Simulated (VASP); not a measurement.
# SrO (I4/mmm) in VASP: further runs

Runs on SrO. Level: PBE. Tasks: single point.

Program: VASP 6.6.1. These are calculated values, not measurements. Logs are shortened: lines on timing, memory, paths and dates and some standing lists are left out, and cuts for length are marked.

### Step 1. The cell of the first run

Symmetry: I4/mmm, No. 139, tetragonal system. The conventional cell has a = 3.525 Å, b = 3.525 Å, c = 5.140 Å, α = 90.00°, β = 90.00°, γ = 90.00°. Sr (site symmetry 4/mmm) has 6 O at 2.49 to 2.57 Å within 3.3 Å. O (site symmetry 4/mmm) has 6 Sr at 2.49 to 2.57 Å within 3.3 Å.

### Step 2. Single point, PBE (equal xx and yy strain of -3 %)

Contents of INCAR:

```
PREC     = Accurate       # precision mode
ENCUT    = 520            # plane-wave cutoff, eV
EDIFF    = 1E-7           # SCF threshold, eV
ISMEAR   = -1             # smearing method
SIGMA    = 0.02           # smearing width, eV
LREAL    = F              # projectors in reciprocal space
LASPH    = T              # aspherical terms in the spheres
NELM     = 100            # most SCF steps
ALGO     = Normal         # electronic algorithm
ISIF     = 2              # what is computed and relaxed
LWAVE    = F              # write WAVECAR
LCHARG   = F              # write CHGCAR
GGA      = PE             # functional
NBANDS   = 15             # bands
```

Contents of KPOINTS:

```
Automatic mesh
0
Gamma
  8 8 8
```

Contents of POSCAR:

```
SrO
1.0
    0.0000000000      2.4927060000      2.5698000000
    2.4927060000      0.0000000000      2.5698000000
    2.4927060000      2.4927060000      0.0000000000
Sr O
1 1
Direct
    0.0000000000      0.0000000000      0.0000000000
    0.5000000000      0.5000000000      0.5000000000
```

Potentials or basis: VASP PAW PBE potentials, release 64 (Sr_sv, O).

Launch:

```bash
$ cat potpaw_PBE.64/Sr_sv/POTCAR potpaw_PBE.64/O/POTCAR > POTCAR
$ mpirun -np 1 vasp_std > vasp.out
```

OUTCAR:

```text
PREC = Accurate
   ENCUT = 520
   EDIFF = 1E-7
   ISMEAR = -1
   LREAL = F
   LASPH = T
   NELM = 100
   ISIF = 2
   GGA = PE

 ion  position               nearest neighbor table
   1  0.000  0.000  0.000-   2 2.49   2 2.49   2 2.49   2 2.49   2 2.57   2 2.57
   2  0.500  0.500  0.500-   1 2.49   1 2.49   1 2.49   1 2.49   1 2.57   1 2.57

  LATTYP: Found a body centered tetragonal cell.
 ALAT       =     3.5252186322
 C/A-ratio  =     1.4579521262

  Lattice vectors:

 A1 = (  -2.4927060000,   0.0000000000,   2.5698000000)
 A2 = (   2.4927060000,   0.0000000000,   2.5698000000)
 A3 = (   0.0000000000,   2.4927060000,  -2.5698000000)

Analysis of symmetry for initial positions (statically):
=====================================================================
 Subroutine PRICEL returns:
 Original cell was already a primitive cell.

 Routine SETGRP: Setting up the symmetry group for a
 body centered tetragonal supercell.

 Subroutine GETGRP returns: Found 16 space group operations
 (whereof 16 operations were pure point group operations)
 out of a pool of 16 trial point group operations.

The static configuration has the point symmetry D_4h.

Analysis of symmetry for dynamics (positions and initial velocities):
=====================================================================
 Subroutine PRICEL returns:
 Original cell was already a primitive cell.

 Routine SETGRP: Setting up the symmetry group for a
 body centered tetragonal supercell.

 Subroutine GETGRP returns: Found 16 space group operations
 (whereof 16 operations were pure point group operations)
 out of a pool of 16 trial point group operations.

The dynamic configuration has the point symmetry D_4h.

 Subroutine INISYM returns: Found 16 space group operations
 (whereof 16 operations are pure point group operations),
 and found     1 'primitive' translations

----------------------------------------------------------------------------------------

                                     Primitive cell

  volume of cell :      31.9353

  direct lattice vectors                    reciprocal lattice vectors
     0.000000000  2.492706000  2.569800000    -0.200585227  0.200585227  0.194567671
     2.492706000  0.000000000  2.569800000     0.200585227 -0.200585227  0.194567671
     2.492706000  2.492706000  0.000000000     0.200585227  0.200585227 -0.194567671

  length of vectors
[... 84 lines left out ...]
   EDIFFG = 0.1E-05   stopping-criterion for IOM
   NSW    =      0    number of steps for IOM
   IBRION =     -1    ionic relax: 0-MD 1-quasi-New 2-CG
   NFREE  =      0    steps in history (QN), initial steepest desc. (CG)
   ISIF   =      2    stress and relaxation
   ISYM   =      2    0-nonsym 1-usesym 2-fastsym
   POTIM  = 0.5000    time-step for ionic-motion
   TEBEG  =    0.0;   TEEND  =   0.0 temperature during run
   PSTRESS=    0.0 pullay stress
   NELECT =      16.0000    total number of electrons
   NUPDOWN=      -1.0000    fix difference up-down
   EMIN   =  10.00;   EMAX   =-10.00  energy-range for DOS
   EFERMI =   0.00;   METHOD = LEGACY
   ISMEAR =    -1;   SIGMA  =   0.02  broadening in eV -4-tet -1-fermi 0-gaus
   EFERMI_NEDOS =   21; number of points for ismear=-14 and -15
   IALGO  =     38    algorithm
   IMIX   =      4    mixing-type and parameters
     AMIX     =   0.40;   BMIX     =  1.00
     AMIX_MAG =   1.60;   BMIX_MAG =  1.00
  volume/ion in A,a.u.               =      15.97       107.76
  Fermi-wavevector in a.u.,A,eV,Ry     =   1.300242  2.457102 23.002424  1.690630
  Thomas-Fermi vector in A             =   2.431454
   LORBIT       =      0    0 simple, 1 ext, 2 COOP (PROOUT), +10 PAW based schemes
   GGA     = PE    functional components
   LHFCALC =     F    Hartree Fock is set to
   AEXX    =    0.0000 exact exchange contribution
   IVDW    =     0    specifies the selected vdW correction
   LEPSILON=     F    determine dielectric tensor
   LRPA    =     F    only Hartree local field effects (RPA)
 non-spin polarized calculation
  energy-cutoff  :      520.00
  volume of cell :       31.94
 maximum number of plane-waves:       889
   NGX = 13   NGY = 13   NGZ = 13

 number of electron      15.9999998 magnetization

 Free energy of the ion-electron system (eV)
  ---------------------------------------------------
  ext. energy  EPLUGINS =         0.00000000
  ---------------------------------------------------
  free energy    TOTEN  =       -11.94181658 eV

  energy without entropy =      -11.94181658  energy(sigma->0) =      -11.94181658

 E-fermi :   2.5292     XC(G=0): -10.3232

 val. band max:        2.0148572781   @ k =   0.0000   0.0000   0.0000
 cond. band min:       5.1564923286   @ k =   0.5000   0.0000   0.5000
 fundamental gap:      3.1416350505
 Fermi energy:         2.5292424801

 k-point     1 :       0.0000    0.0000    0.0000
  band No.  band energies     occupation
      1     -30.2083      2.00000
      2     -13.2008      2.00000
      3     -11.7858      2.00000
      4     -11.7675      2.00000
      5     -11.7675      2.00000
      6       1.8868      2.00000
      7       2.0149      2.00000
      8       2.0149      2.00000
      9       6.3869      0.00000
     10       8.1531      0.00000
     11       8.4015      0.00000
     12       8.4015      0.00000
     13      10.4523      0.00000
     14      10.8423      0.00000
[... 401 lines left out ...]
      2     -14.4840      2.00000
      3     -11.9578      2.00000
      4     -11.9103      2.00000
      5     -10.8437      2.00000
      6       0.2339      2.00000
      7       1.0138      2.00000
      8       1.2211      2.00000
      9       7.7046      0.00000
     10       9.4239      0.00000
     11      10.8288      0.00000
     12      10.9795      0.00000
     13      12.8154      0.00000
     14      13.6994      0.00000
     15      18.5525      0.00000

 [... further k-points ...]
[... 5 lines left out ...]
  --------------------------------------------------------------------------------------
  -------------------------------------------------------------------------------------
  Total        2.5199288      2.5199288      1.3683562      0.0000000     -0.0000000     -0.0000000
  in kB      126.4233870    126.4233870     68.6496473      0.0000000     -0.0000000     -0.0000000
  external PRESSURE =     107.1654738 kB  Pullay stress =       0.0000000 kB

 VOLUME and BASIS-vectors are now :
 -----------------------------------------------------------------------------
  energy-cutoff  :      520.00
  volume of cell :       31.94
      direct lattice vectors                 reciprocal lattice vectors
     0.000000000  2.492706000  2.569800000    -0.200585227  0.200585227  0.194567671
     2.492706000  0.000000000  2.569800000     0.200585227 -0.200585227  0.194567671
     2.492706000  2.492706000  0.000000000     0.200585227  0.200585227 -0.194567671

 POSITION                                       TOTAL-FORCE (eV/Angst)
 -----------------------------------------------------------------------------------
      0.00000      0.00000      0.00000        -0.000000      0.000000      0.000000
      2.49271      2.49271      2.56980         0.000000     -0.000000     -0.000000
 -----------------------------------------------------------------------------------
    total drift:                                0.000000      0.000000      0.000000

  FREE ENERGIE OF THE ION-ELECTRON SYSTEM (eV)
  ---------------------------------------------------
  free  energy   TOTEN  =       -11.9418165818 eV

  energy  without entropy=      -11.9418165818  energy(sigma->0) =      -11.94181658
```

It took 26 s on 1 thread of Intel Xeon Platinum 8488C (Sapphire Rapids), shared host; peak memory 0.17 GiB.

What came out:

* Free energy: -11.9418 eV
* Pressure: 10.7 GPa
* Band gap on the k mesh: 3.14 eV, indirect (least direct gap 3.16 eV)

Stress tensor (GPa, compression positive):
```
12.64  0.00  0.00
 0.00 12.64  0.00
 0.00  0.00  6.86
```

Caveat: the cell differs from its parent crystal (equal xx and yy strain of -3 %).

### Step 3. Single point, PBE (zz strain of -3 %)

Contents of INCAR:

```
  PREC = Accurate
  ENCUT = 520
  EDIFF = 1E-6
  ISMEAR = -1
  SIGMA = 0.02
  LREAL = F
  LASPH = T
  NELM = 60
  ALGO = Normal
  ISIF = 2
  LWAVE = F
  LCHARG = F
  GGA = PE
  NBANDS = 15
```

KPOINTS is that of step 2.

Contents of POSCAR:

```
SrO
1.0
    0.0000000000      2.5698000000      2.4927060000
    2.5698000000      0.0000000000      2.4927060000
    2.5698000000      2.5698000000      0.0000000000
Sr O
1 1
Direct
    0.0000000000      0.0000000000      0.0000000000
    0.5000000000      0.5000000000      0.5000000000
```

Potentials or basis: VASP PAW PBE potentials, release 64 (Sr_sv, O).

Launch:

```bash
$ cat potpaw_PBE.64/Sr_sv/POTCAR potpaw_PBE.64/O/POTCAR > POTCAR
$ mpirun -np 1 vasp_std > vasp.out
```

Wall time 22 s (1 thread of Intel Xeon Platinum 8488C (Sapphire Rapids), shared host); peak memory 0.18 GiB.

It converged, with:

```
Free energy            : -11.9961 eV
Pressure               : 7.0 GPa
Band gap on the k mesh : 3.08 eV, indirect (least direct gap 3.25 eV)
```

Stress tensor (GPa, compression positive):
```
 5.19  0.00  0.00
 0.00  5.19  0.00
 0.00  0.00 10.62
```

Levels at points of the mesh, in eV from the valence-band top:
| k point | band 5 | band 6 | band 7 | band 8 | band 9 | band 10 | band 11 | band 12 |
| --- | --- | --- | --- | --- | --- | --- | --- | --- |
| (0.00, 0.00, 0.00) | -13.96 | -0.13 | -0.13 | 0.00 | 4.10 | 6.12 | 6.12 | 6.35 |
| (0.50, 0.00, 0.00) | -12.75 | -2.32 | -1.30 | -1.29 | 6.60 | 8.62 | 8.93 | 8.98 |
| (0.50, 0.50, 0.00) | -14.41 | -0.32 | -0.20 | -0.20 | 3.08 | 7.98 | 10.29 | 10.66 |
| (0.50, 0.00, 0.50) | -14.33 | -0.53 | -0.21 | -0.05 | 3.20 | 7.94 | 10.33 | 10.54 |

Caveat: the cell differs from its parent crystal (zz strain of -3 %). A k mesh can miss the band edges.

### Step 4. Single point, PBE (zz strain of -1 %)

Contents of INCAR:

```
SYSTEM = SrO
PREC     = Accurate       ! precision mode
ENCUT    = 520            ! plane-wave cutoff, eV
EDIFF    = 1E-6           ! SCF threshold, eV
ISMEAR   = -1             ! smearing method
SIGMA    = 0.02           ! smearing width, eV
LREAL    = .False.        ! projectors in reciprocal space
LASPH    = .True.         ! aspherical terms in the spheres
NELM     = 60             ! most SCF steps
ALGO     = Normal         ! electronic algorithm
ISIF     = 2              ! what is computed and relaxed
LWAVE    = .False.        ! write WAVECAR
LCHARG   = .False.        ! write CHGCAR
GGA      = PE             ! functional
NBANDS   = 15             ! bands
```

Contents of KPOINTS:

```
Automatic mesh
0
Gamma
  8 8 8
  0 0 0
```

Contents of POSCAR:

```
SrO
1.0
    0.0000000000      2.5698000000      2.5441020000
    2.5698000000      0.0000000000      2.5441020000
    2.5698000000      2.5698000000      0.0000000000
Sr O
1 1
Direct
    0.0000000000      0.0000000000      0.0000000000
    0.5000000000      0.5000000000      0.5000000000
```

Potentials or basis: VASP PAW PBE potentials, release 64 (Sr_sv, O).

Launch:

```bash
$ cat potpaw_PBE.64/Sr_sv/POTCAR potpaw_PBE.64/O/POTCAR > POTCAR
$ mpirun -np 1 vasp_std > vasp.out
```

OUTCAR:

```text
SYSTEM = SrO
   PREC = Accurate
   ENCUT = 520
   EDIFF = 1E-6
   ISMEAR = -1
   LREAL = .False.
   LASPH = .True.
   NELM = 60
   ISIF = 2
   GGA = PE

 ion  position               nearest neighbor table
   1  0.000  0.000  0.000-   2 2.54   2 2.54   2 2.57   2 2.57   2 2.57   2 2.57
   2  0.500  0.500  0.500-   1 2.54   1 2.54   1 2.57   1 2.57   1 2.57   1 2.57

  LATTYP: Found a body centered tetragonal cell.
 ALAT       =     3.6342460126
 C/A-ratio  =     1.4000714267

  Lattice vectors:

 A1 = (   0.0000000000,  -2.5698000000,  -2.5441020000)
 A2 = (   0.0000000000,   2.5698000000,  -2.5441020000)
 A3 = (   2.5698000000,   0.0000000000,   2.5441020000)

Analysis of symmetry for initial positions (statically):
=====================================================================
 Subroutine PRICEL returns:
 Original cell was already a primitive cell.

 Routine SETGRP: Setting up the symmetry group for a
 body centered tetragonal supercell.

 Subroutine GETGRP returns: Found 16 space group operations
 (whereof 16 operations were pure point group operations)
 out of a pool of 16 trial point group operations.

The static configuration has the point symmetry D_4h.

Analysis of symmetry for dynamics (positions and initial velocities):
=====================================================================
 Subroutine PRICEL returns:
 Original cell was already a primitive cell.

 Routine SETGRP: Setting up the symmetry group for a
 body centered tetragonal supercell.

 Subroutine GETGRP returns: Found 16 space group operations
 (whereof 16 operations were pure point group operations)
 out of a pool of 16 trial point group operations.

The dynamic configuration has the point symmetry D_4h.

 Subroutine INISYM returns: Found 16 space group operations
 (whereof 16 operations are pure point group operations),
 and found     1 'primitive' translations

----------------------------------------------------------------------------------------

[... 115 lines left out ...]
  Thomas-Fermi vector in A             =   2.410927
   LORBIT       =      0    0 simple, 1 ext, 2 COOP (PROOUT), +10 PAW based schemes
   GGA     = PE    functional components
   LHFCALC =     F    Hartree Fock is set to
   AEXX    =    0.0000 exact exchange contribution
   IVDW    =     0    specifies the selected vdW correction
   LEPSILON=     F    determine dielectric tensor
   LRPA    =     F    only Hartree local field effects (RPA)
 non-spin polarized calculation
  energy-cutoff  :      520.00
  volume of cell :       33.60
 maximum number of plane-waves:       934
   NGX = 13   NGY = 13   NGZ = 13

 number of electron      15.9999996 magnetization

 Free energy of the ion-electron system (eV)
  ---------------------------------------------------
  ext. energy  EPLUGINS =         0.00000000
  ---------------------------------------------------
  free energy    TOTEN  =       -12.03048594 eV

  energy without entropy =      -12.03048594  energy(sigma->0) =      -12.03048594

 E-fermi :   2.2413     XC(G=0): -10.0805

 val. band max:        1.7434899270   @ k =   0.0000   0.0000   0.0000
 cond. band min:       4.9511827769   @ k =   0.5000   0.5000   0.0000
 fundamental gap:      3.2076928499
 Fermi energy:         2.2413215948

 k-point     1 :       0.0000    0.0000    0.0000
  band No.  band energies     occupation
      1     -30.6309      2.00000
      2     -13.3875      2.00000
      3     -12.2588      2.00000
      4     -12.2588      2.00000
      5     -12.2525      2.00000
      6       1.7053      2.00000
      7       1.7053      2.00000
      8       1.7435      2.00000
      9       5.7810      0.00000
     10       7.9289      0.00000
     11       7.9289      0.00000
     12       8.0053      0.00000
     13      10.0786      0.00000
     14      10.2191      0.00000
[... 401 lines left out ...]
      2     -14.5684      2.00000
      3     -12.3969      2.00000
      4     -12.3866      2.00000
      5     -11.3807      2.00000
      6       0.0627      2.00000
      7       0.8508      2.00000
      8       1.0376      2.00000
      9       7.3659      0.00000
     10       8.8644      0.00000
     11      10.2546      0.00000
     12      10.4143      0.00000
     13      12.2616      0.00000
     14      12.7430      0.00000
     15      17.5699      0.00000

 [... further k-points ...]
[... 5 lines left out ...]
  --------------------------------------------------------------------------------------
  -------------------------------------------------------------------------------------
  Total        0.8487358      0.8487358      1.1743887      0.0000000      0.0000000     -0.0000000
  in kB       40.4687641     40.4687641     55.9962943      0.0000000      0.0000000     -0.0000000
  external PRESSURE =      45.6446075 kB  Pullay stress =       0.0000000 kB

 VOLUME and BASIS-vectors are now :
 -----------------------------------------------------------------------------
  energy-cutoff  :      520.00
  volume of cell :       33.60
      direct lattice vectors                 reciprocal lattice vectors
     0.000000000  2.569800000  2.544102000    -0.194567671  0.194567671  0.196533001
     2.569800000  0.000000000  2.544102000     0.194567671 -0.194567671  0.196533001
     2.569800000  2.569800000  0.000000000     0.194567671  0.194567671 -0.196533001

 POSITION                                       TOTAL-FORCE (eV/Angst)
 -----------------------------------------------------------------------------------
      0.00000      0.00000      0.00000         0.000000     -0.000000      0.000000
      2.56980      2.56980      2.54410        -0.000000      0.000000      0.000000
 -----------------------------------------------------------------------------------
    total drift:                                0.000000      0.000000      0.000000

  FREE ENERGIE OF THE ION-ELECTRON SYSTEM (eV)
  ---------------------------------------------------
  free  energy   TOTEN  =       -12.0304859406 eV

  energy  without entropy=      -12.0304859406  energy(sigma->0) =      -12.03048594
```

OSZICAR:

```text
N       E                     dE             d eps       ncg     rms          rms(c)
DAV:   1     0.675329553227E+02    0.67533E+02   -0.85319E+03  1778   0.105E+03
DAV:   2    -0.112117425108E+02   -0.78745E+02   -0.71954E+02  2441   0.221E+02
DAV:   3    -0.141744640500E+02   -0.29627E+01   -0.29496E+01  2303   0.385E+01
DAV:   4    -0.142356684892E+02   -0.61204E-01   -0.61195E-01  2249   0.523E+00
DAV:   5    -0.142369790205E+02   -0.13105E-02   -0.13105E-02  2222   0.601E-01    0.168E+01
DAV:   6    -0.121743215097E+02    0.20627E+01   -0.66151E+00  1819   0.196E+01    0.198E+01
DAV:   7    -0.120391992336E+02    0.13512E+00   -0.28740E-01  2092   0.480E+00    0.115E+01
DAV:   8    -0.120283857748E+02    0.10813E-01   -0.11625E-01  2246   0.339E+00    0.476E-01
DAV:   9    -0.120298637284E+02   -0.14780E-02   -0.56218E-03  2246   0.476E-01    0.232E-01
DAV:  10    -0.120303310165E+02   -0.46729E-03   -0.44455E-04  1938   0.196E-01    0.816E-02
DAV:  11    -0.120304680092E+02   -0.13699E-03   -0.13283E-04  1882   0.853E-02    0.268E-02
DAV:  12    -0.120304858423E+02   -0.17833E-04   -0.27129E-05  1861   0.383E-02    0.206E-02
DAV:  13    -0.120304859406E+02   -0.98323E-07   -0.12959E-06  1817   0.101E-02
   1 F= -.12030486E+02 E0= -.12030486E+02  d E =-.506834E-13
```

Run time: 20 s. Hardware: 1 thread of Intel Xeon Platinum 8488C (Sapphire Rapids), shared host; peak memory 0.17 GiB.

Results:

- Free energy: -12.0305 eV
- Pressure: 4.6 GPa
- Band gap on the k mesh: 3.21 eV, indirect (least direct gap 3.32 eV)

Stress tensor (GPa, compression positive):
```
4.05 0.00 0.00
0.00 4.05 0.00
0.00 0.00 5.60
```

Caveat: the cell differs from its parent crystal (zz strain of -1 %). A k mesh can miss the band edges.

### Step 5. Overview

| cell | gap on the mesh (eV) | pressure (GPa) |
| --- | --- | --- |
| a = 3.580, b = 3.580, c = 3.525 Å, angles 60.5, 60.5, 59.0°, 2 atoms | 3.14 | 10.7 |
| a = 3.580, b = 3.580, c = 3.634 Å, angles 59.5, 59.5, 61.0°, 2 atoms | 3.08 | 7.0 |
| a = 3.616, b = 3.616, c = 3.634 Å, angles 59.8, 59.8, 60.3°, 2 atoms | 3.21 | 4.6 |

Alike in all rows: task single point; level PBE; potentials or basis VASP PAW PBE potentials, release 64 (Sr_sv, O); no spin polarisation; k mesh 8 × 8 × 8; cutoff (eV) 520; smearing fermi-dirac 0.02 eV.

Absolute energies hang on the potentials; compare differences alone.
